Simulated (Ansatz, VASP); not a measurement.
**Two plane-wave programs on BN**

```xyz
4
Lattice="2.6445 0.0000 0.0000 -1.3223 2.2902 0.0000 0.0000 0.0000 6.9109" Properties=species:S:1:pos:R:3 pbc="T T T"
B     0.0000    1.5268    1.7277
B     1.3223    0.7634    5.1832
N     0.0000    1.5268    5.1832
N     1.3223    0.7634    1.7277
```

Alike in both runs: task single point; functional PBEsol; k mesh 12 × 12 × 4; occupations gaussian, width 0.05 eV; no spin polarisation.

|  | VASP | Ansatz |
| --- | --- | --- |
| version | VASP 6.6.1 | Ansatz 0.2.0 |
| potentials or method | VASP PAW PBE potentials, release 64 (B, N), cutoff 520 eV | scalar-relativistic, plane waves, PAW |
| valence electrons in the cell | 16 | 16 |

|  | VASP | Ansatz | Ansatz less VASP |
| --- | --- | --- | --- |
| gap on the k mesh at the Fermi level (eV) | 3.95 | 3.96 | +0.005 |
| least direct gap on the mesh (eV) | 4.18 | 4.18 | +0.003 |

VASP's potentials were made for PBE, not for PBEsol, and Ansatz warns of the same on its side.
